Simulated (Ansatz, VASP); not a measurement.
One calculation of Ge3P2, two programs

File INCAR:

```
PREC = Accurate
ENCUT = 600
EDIFF = 1E-6
ISMEAR = 0
SIGMA = 0.02
LREAL = False
LASPH = True
NELM = 60
ALGO = Normal
ISIF = 3
LWAVE = False
LCHARG = False
GGA = PE
IBRION = 2
NSW = 100
EDIFFG = -0.01
```

File KPOINTS:

```
regular mesh
0
Gamma
  6 6 4
```

Contents of POSCAR:

```
Ge3P2
1.0
    5.4969941150      0.0000000000      0.0000000000
   -2.7484970575      4.7605365480      0.0000000000
    0.0000000000      0.0000000000      7.6319068801
Ge P
3 2
Direct
    0.4896147017      0.9792294033      0.5000000000
    0.0207705967      0.5103852983      0.5000000000
    0.4896147017      0.5103852983      0.5000000000
    0.6666666667      0.3333333333      0.2751046914
    0.6666666667      0.3333333333      0.7248953086
```

Input for Ansatz:

```yaml
crystal:
  lattice:
    - [5.496994115, 0.0, 0.0]
    - [-2.7484970575, 4.760536548, 0.0]
    - [0.0, 0.0, 7.6319068801]
  atoms:
    - { symbol: Ge, position: [0.4896147017, 0.9792294033, 0.5] }
    - { symbol: Ge, position: [0.0207705967, 0.5103852983, 0.5] }
    - { symbol: Ge, position: [0.4896147017, 0.5103852983, 0.5] }
    - { symbol: P, position: [0.6666666667, 0.3333333333, 0.2751046914] }
    - { symbol: P, position: [0.6666666667, 0.3333333333, 0.7248953086] }
basis:
  ecutwfc: 420
kpoints:
  mp_grid: { grid: [6, 6, 4] }
hamiltonian:
  xc: pbe
scf:
  occupations: { method: gaussian, width: 0.02 }
output:
  forces: true
  stress: true
  eigenvalues: true
  write_density: true
  write_potential: true
  elf: true
  volumetric_format: npy
relax:
  adjacent_minimum: "off"
  f_tol: 0.01
  max_steps: 80
  cell: { stress_tol: 0.05 }
```

Alike in both runs: task relaxation of cell and atoms; functional PBE; k mesh 6 × 6 × 4; occupations gaussian, width 0.02 eV; no spin polarisation.

```csv
,VASP,Ansatz
version,VASP 6.6.1,Ansatz 0.2.0
potentials or method,"VASP PAW PBE potentials, release 64 (Ge_d, P), cutoff 600 eV","scalar-relativistic, plane waves, PAW"
valence electrons in the cell,52,52
```

```tsv
	VASP	Ansatz	Ansatz less VASP
gap on the k mesh at the Fermi level, each at its own relaxed structure (eV)	0.75	0.74	-0.005
relaxed volume (Å³/atom)	41.70	41.60	-0.101
relaxed cell length with the largest relative difference (Å)	7.973	7.951	-0.0222
```

Ansatz's warnings: xc potential rough in thin density.
